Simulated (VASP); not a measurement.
# HfC (lda) (Fm-3m) in VASP: further runs

The runs below take HfC (lda) through single point, relaxation of cell and atoms, with LDA.

All numbers are computed with VASP 6.6.1; they aren't measurements. Logs are shortened: lines on timing, memory, paths and dates and some standing lists are left out, and cuts for length are marked.

**1. The cell of the first run**

Symmetry: Fm-3m, No. 225, cubic system. The conventional cell has a = 4.634 Å, b = 4.634 Å, c = 4.634 Å, α = 90.00°, β = 90.00°, γ = 90.00°. Within 3.1 Å of Hf (site symmetry m-3m) lie 6 C at 2.32 Å. C (site symmetry m-3m) has 6 Hf at 2.32 Å within 3.1 Å.

**2. Single point, LDA**

INCAR

```
SYSTEM = HfC
PREC     = Accurate       ! precision mode
ENCUT    = 600            ! plane-wave cutoff, eV
EDIFF    = 1E-6           ! SCF threshold, eV
ISMEAR   = 0              ! smearing method
SIGMA    = 0.1            ! smearing width, eV
LREAL    = .FALSE.        ! projectors in reciprocal space
LASPH    = .TRUE.         ! aspherical terms in the spheres
NELM     = 120            ! most SCF steps
ALGO     = Normal         ! electronic algorithm
ISIF     = 2              ! what is computed and relaxed
LWAVE    = .FALSE.        ! write WAVECAR
LCHARG   = .FALSE.        ! write CHGCAR
NBANDS   = 14             ! bands
GGA_COMPAT= .FALSE.
```

KPOINTS

```
Automatic mesh
0
G
  6 6 6
  0 0 0
```

POSCAR

```
HfC
1.0
    0.0000000000      2.3171388400      2.3171388400
    2.3171388400      0.0000000000      2.3171388400
    2.3171388400      2.3171388400      0.0000000000
Hf C
1 1
Direct
    0.0000000000      0.0000000000      0.0000000000
    0.5000000000      0.5000000000      0.5000000000
```

Potentials or basis: VASP PAW LDA potentials, release 64 (Hf_pv, C).

Launch:

```sh
cat potpaw_LDA.64/Hf_pv/POTCAR potpaw_LDA.64/C/POTCAR > POTCAR
mpirun -np 1 vasp_std > vasp.out
```

OUTCAR:

```text
SYSTEM = HfC
   PREC = Accurate
   ENCUT = 600
   EDIFF = 1E-6
   ISMEAR = 0
   LREAL = .FALSE.
   LASPH = .TRUE.
   NELM = 120
   ISIF = 2

 ion  position               nearest neighbor table
   1  0.000  0.000  0.000-   2 2.32   2 2.32   2 2.32   2 2.32   2 2.32   2 2.32
   2  0.500  0.500  0.500-   1 2.32   1 2.32   1 2.32   1 2.32   1 2.32   1 2.32

  LATTYP: Found a face centered cubic cell.
 ALAT       =     4.6342776800

  Lattice vectors:

 A1 = (   0.0000000000,   2.3171388400,   2.3171388400)
 A2 = (   2.3171388400,   0.0000000000,   2.3171388400)
 A3 = (   2.3171388400,   2.3171388400,   0.0000000000)

Analysis of symmetry for initial positions (statically):
=====================================================================
 Subroutine PRICEL returns:
 Original cell was already a primitive cell.

 Routine SETGRP: Setting up the symmetry group for a
 face centered cubic supercell.

 Subroutine GETGRP returns: Found 48 space group operations
 (whereof 48 operations were pure point group operations)
 out of a pool of 48 trial point group operations.

The static configuration has the point symmetry O_h .

Analysis of symmetry for dynamics (positions and initial velocities):
=====================================================================
 Subroutine PRICEL returns:
 Original cell was already a primitive cell.

 Routine SETGRP: Setting up the symmetry group for a
 face centered cubic supercell.

 Subroutine GETGRP returns: Found 48 space group operations
 (whereof 48 operations were pure point group operations)
 out of a pool of 48 trial point group operations.

The dynamic configuration has the point symmetry O_h .

 Subroutine INISYM returns: Found 48 space group operations
 (whereof 48 operations are pure point group operations),
 and found     1 'primitive' translations

----------------------------------------------------------------------------------------

                                     Primitive cell

  volume of cell :      24.8821

  direct lattice vectors                    reciprocal lattice vectors
     0.000000000  2.317138840  2.317138840    -0.215783358  0.215783358  0.215783358
     2.317138840  0.000000000  2.317138840     0.215783358 -0.215783358  0.215783358
     2.317138840  2.317138840  0.000000000     0.215783358  0.215783358 -0.215783358

  length of vectors
     3.276929173  3.276929173  3.276929173     0.373747740  0.373747740  0.373747740

  position of ions in fractional coordinates (direct lattice)
[... 8 lines left out ...]
----------------------------------------------------------------------------------------

 KPOINTS: Automatic mesh

Automatic generation of k-mesh.
 Grid dimensions read from file:
 generate k-points for:    6    6    6

 Generating k-lattice:

  Cartesian coordinates                     Fractional coordinates (reciprocal lattice)
[... 69 lines left out ...]
   IMIX   =      4    mixing-type and parameters
     AMIX     =   0.40;   BMIX     =  1.00
     AMIX_MAG =   1.60;   BMIX_MAG =  1.00
  volume/ion in A,a.u.               =      12.44        83.96
  Fermi-wavevector in a.u.,A,eV,Ry     =   1.351519  2.554000 24.852447  1.826603
  Thomas-Fermi vector in A             =   2.478934
   LORBIT       =      0    0 simple, 1 ext, 2 COOP (PROOUT), +10 PAW based schemes
   GGA     = CA    functional components
   LHFCALC =     F    Hartree Fock is set to
   AEXX    =    0.0000 exact exchange contribution
   IVDW    =     0    specifies the selected vdW correction
   LEPSILON=     F    determine dielectric tensor
   LRPA    =     F    only Hartree local field effects (RPA)
 non-spin polarized calculation
 Gauss-broadening in eV      SIGMA  =   0.10
  energy-cutoff  :      600.00
  volume of cell :       24.88
 maximum number of plane-waves:       869
 NGX is ok and might be reduce to    28
   NGX = 13   NGY = 13   NGZ = 13

 number of electron      14.0000000 magnetization

 Free energy of the ion-electron system (eV)
  ---------------------------------------------------
  ext. energy  EPLUGINS =         0.00000000
  ---------------------------------------------------
  free energy    TOTEN  =       -22.85593243 eV

  energy without entropy =      -22.85432247  energy(sigma->0) =      -22.85512745

 E-fermi :   5.8122     XC(G=0): -12.5364

 val. band max:        5.6968679303   @ k =   0.1667   0.1667   0.0000
 cond. band min:       5.8999772088   @ k =   0.5000   0.5000   0.0000
 fundamental gap:      0.2031092785
 Fermi energy:         5.8122357325

 k-point     1 :       0.0000    0.0000    0.0000
  band No.  band energies     occupation
      1     -23.4276      2.00000
      2     -23.4276      2.00000
      3     -23.4276      2.00000
      4      -6.2598      2.00000
      5       6.9708      0.00000
      6       6.9708      0.00000
      7       6.9708      0.00000
      8       7.2295      0.00000
      9       7.2295      0.00000
     10       7.2295      0.00000
     11       9.2810      0.00000
     12       9.2810      0.00000
     13      13.0061      0.00000
     14      16.9992      0.00000
[... 241 lines left out ...]
      1     -23.9647      2.00000
      2     -23.7725      2.00000
      3     -23.6843      2.00000
      4      -3.7811      2.00000
      5       3.2989      2.00000
      6       3.4160      2.00000
      7       3.5572      2.00000
      8       7.9302      0.00000
      9      11.1578      0.00000
     10      12.6395      0.00000
     11      12.7233      0.00000
     12      14.5155      0.00000
     13      17.5904      0.00000
     14      18.8629      0.00000

------------------------ aborting loop because EDIFF is reached ----------------------------------------

  FORCE on cell =-STRESS in cart. coord.  units (eV):
  Direction    XX          YY          ZZ          XY          YZ          ZX
  --------------------------------------------------------------------------------------
  -------------------------------------------------------------------------------------
  Total       -1.4564390     -1.4564390     -1.4564390      0.0000000     -0.0000000     -0.0000000
  in kB      -93.7814002    -93.7814002    -93.7814002      0.0000000     -0.0000000     -0.0000000
  external PRESSURE =     -93.7814002 kB  Pullay stress =       0.0000000 kB

 VOLUME and BASIS-vectors are now :
 -----------------------------------------------------------------------------
  energy-cutoff  :      600.00
  volume of cell :       24.88
      direct lattice vectors                 reciprocal lattice vectors
     0.000000000  2.317138840  2.317138840    -0.215783358  0.215783358  0.215783358
     2.317138840  0.000000000  2.317138840     0.215783358 -0.215783358  0.215783358
     2.317138840  2.317138840  0.000000000     0.215783358  0.215783358 -0.215783358

 POSITION                                       TOTAL-FORCE (eV/Angst)
 -----------------------------------------------------------------------------------
      0.00000      0.00000      0.00000         0.000000      0.000000     -0.000000
      2.31714      2.31714      2.31714         0.000000      0.000000      0.000000
 -----------------------------------------------------------------------------------
    total drift:                                0.000000      0.000000      0.000000

  FREE ENERGIE OF THE ION-ELECTRON SYSTEM (eV)
  ---------------------------------------------------
  free  energy   TOTEN  =       -22.8559324333 eV

  energy  without entropy=      -22.8543224672  energy(sigma->0) =      -22.85512745
```

OSZICAR:

```text
N       E                     dE             d eps       ncg     rms          rms(c)
DAV:   1     0.249599730865E+02    0.24960E+02   -0.80516E+03   448   0.107E+03
DAV:   2    -0.243676617162E+02   -0.49328E+02   -0.46271E+02   564   0.215E+02
DAV:   3    -0.260227726721E+02   -0.16551E+01   -0.16480E+01   544   0.286E+01
DAV:   4    -0.260303263249E+02   -0.75537E-02   -0.75526E-02   522   0.241E+00
DAV:   5    -0.260303710184E+02   -0.44694E-04   -0.44694E-04   534   0.163E-01    0.591E+01
DAV:   6    -0.229644792204E+02    0.30659E+01   -0.12532E+01   496   0.183E+01    0.422E+01
DAV:   7    -0.228794020373E+02    0.85077E-01   -0.60061E-01   562   0.526E+00    0.253E+01
DAV:   8    -0.228653705896E+02    0.14031E-01   -0.11694E-01   502   0.219E+00    0.659E+00
DAV:   9    -0.228563846233E+02    0.89860E-02   -0.33741E-02   550   0.970E-01    0.207E+00
DAV:  10    -0.228559439798E+02    0.44064E-03   -0.16832E-03   532   0.306E-01    0.607E-02
DAV:  11    -0.228559332301E+02    0.10750E-04   -0.10655E-04   544   0.782E-02    0.856E-02
DAV:  12    -0.228559324333E+02    0.79683E-06   -0.17013E-06   464   0.108E-02
   1 F= -.22855932E+02 E0= -.22855127E+02  d E =-.160997E-02
```

It took 7.9 s on 1 thread of Intel Xeon Platinum 8488C (Sapphire Rapids), shared host; peak memory 0.14 GiB.

What came out:

* Free energy: -22.8559 eV
* Pressure: -9.4 GPa
* Band gap on the k mesh: zero (band 7 reaches 6.97 eV, above the bottom of band 8 at 5.61 eV)

Caveat: the k points lie up to 0.39 Å⁻¹ apart; spin-orbit coupling is left out, which moves the levels of the heavy elements.

**3. Single point, LDA**

This run uses another cell than the first one, of 11.95 Å³/atom, 0.961 times its volume.

INCAR

```
PREC     = Accurate       # precision mode
ENCUT    = 600            # plane-wave cutoff, eV
EDIFF    = 1E-6           # SCF threshold, eV
ISMEAR   = 0              # smearing method
SIGMA    = 0.1            # smearing width, eV
LREAL    = F              # projectors in reciprocal space
LASPH    = T              # aspherical terms in the spheres
NELM     = 120            # most SCF steps
ALGO     = Normal         # electronic algorithm
ISIF     = 2              # what is computed and relaxed
LWAVE    = F              # write WAVECAR
LCHARG   = F              # write CHGCAR
NBANDS   = 14             # bands
GGA_COMPAT= F
```

KPOINTS

```
regular mesh
0
Gamma
  8 8 8
```

POSCAR

```
HfC
1.0
    0.0000000000      2.2864060199      2.2864060199
    2.2864060199      0.0000000000      2.2864060199
    2.2864060199      2.2864060199      0.0000000000
Hf C
1 1
Direct
    0.0000000000      0.0000000000      0.0000000000
    0.5000000000      0.5000000000      0.5000000000
```

Potentials or basis: VASP PAW LDA potentials, release 64 (Hf_pv, C).

Launch:

```sh
cat potpaw_LDA.64/Hf_pv/POTCAR potpaw_LDA.64/C/POTCAR > POTCAR
mpirun -np 1 vasp_std > vasp.out
```

Wall time 17 s (1 thread of Intel Xeon Platinum 8488C (Sapphire Rapids), shared host); peak memory 0.15 GiB.

It converged, with:

| Item | Value |
| --- | --- |
| Free energy | -22.8925 eV |
| Pressure | 0.5 GPa |
| Band gap on the k mesh | zero (band 7 reaches 7.31 eV, above the bottom of band 8 at 5.84 eV) |

Levels at points of the mesh, in eV from the Fermi level:
| k point | band 5 | band 6 | band 7 | band 8 | band 9 | band 10 |
| --- | --- | --- | --- | --- | --- | --- |
| (0.00, 0.00, 0.00) | 1.11 | 1.11 | 1.11 | 1.37 | 1.37 | 1.37 |
| (0.50, 0.00, 0.00) | -6.30 | -3.11 | -3.11 | 5.56 | 5.56 | 6.08 |
| (0.50, 0.50, 0.00) | -2.38 | -1.95 | 0.06 | 0.06 | 5.59 | 7.09 |

Caveat: spin-orbit coupling is left out, which moves the levels of the heavy elements.

**4. Relaxation of cell and atoms, LDA**

INCAR

```
ALGO = Normal
EDIFF = 1E-7
EDIFFG = -0.05
ENCUT = 600
GGA = CA
GGA_COMPAT = False
IBRION = 2
ISIF = 3
ISMEAR = 0
LASPH = True
LCHARG = False
LREAL = False
LWAVE = False
NELM = 120
NELMIN = 4
NSW = 100
PREC = Accurate
SIGMA = 0.1
```

KPOINTS

```
k-points
0
Gamma
  8 8 8
```

POSCAR

```
HfC
1.0
    0.0000000000      2.3171388400      2.3171388400
    2.3171388400      0.0000000000      2.3171388400
    2.3171388400      2.3171388400      0.0000000000
Hf C
1 1
Direct
    0.0000000000      0.0000000000      0.0000000000
    0.5000000000      0.5000000000      0.5000000000
```

Launch:

```sh
cat potpaw_LDA.64/Hf_pv/POTCAR potpaw_LDA.64/C/POTCAR > POTCAR
mpirun -np 1 vasp_std > vasp.out
```

Run time: 33 s. Hardware: 1 thread of Intel Xeon Platinum 8488C (Sapphire Rapids), shared host; peak memory 0.15 GiB.

The run converged. Its results:

* Free energy: -22.8935 eV
* Relaxed volume: 11.99 Å³/atom
* Relaxed cell: a = 3.236 Å, b = 3.236 Å, c = 3.236 Å, α = 60.00°, β = 60.00°, γ = 60.00°
* Space group after relaxing (to 0.05 Å): Fm-3m (No. 225)
* Energy gained by relaxing: 14.1 meV/atom
* Ionic steps: 3
* Pressure after relaxing: -0.2 GPa
* Band gap on the k mesh: zero (band 7 reaches 7.28 eV, above the bottom of band 8 at 5.82 eV)

The path:
```tsv
step	energy change (eV)	largest force (eV/Å)	pressure (GPa)	volume (Å³)
1	0.0000	0.0000	-9.42	24.88
2	0.0729	0.0000	21.35	22.34
3	-0.0283	0.0000	-0.20	23.97
```

Final structure:
```
CELL_PARAMETERS angstrom
0.00000 2.28849 2.28849
2.28849 0.00000 2.28849
2.28849 2.28849 0.00000
ATOMIC_POSITIONS crystal
Hf 0.00000 0.00000 0.00000
C 0.50000 0.50000 0.50000
```

Levels at points of the mesh, in eV from the Fermi level:
```tsv
k point	band 5	band 6	band 7	band 8	band 9	band 10
(0.00, 0.00, 0.00)	1.11	1.11	1.11	1.37	1.37	1.37
(0.50, 0.00, 0.00)	-6.29	-3.10	-3.10	5.54	5.54	6.06
(0.50, 0.50, 0.00)	-2.38	-1.94	0.06	0.06	5.58	7.07
```

Caveat: spin-orbit coupling is left out, which moves the levels of the heavy elements.

[end of part 1 of 2]
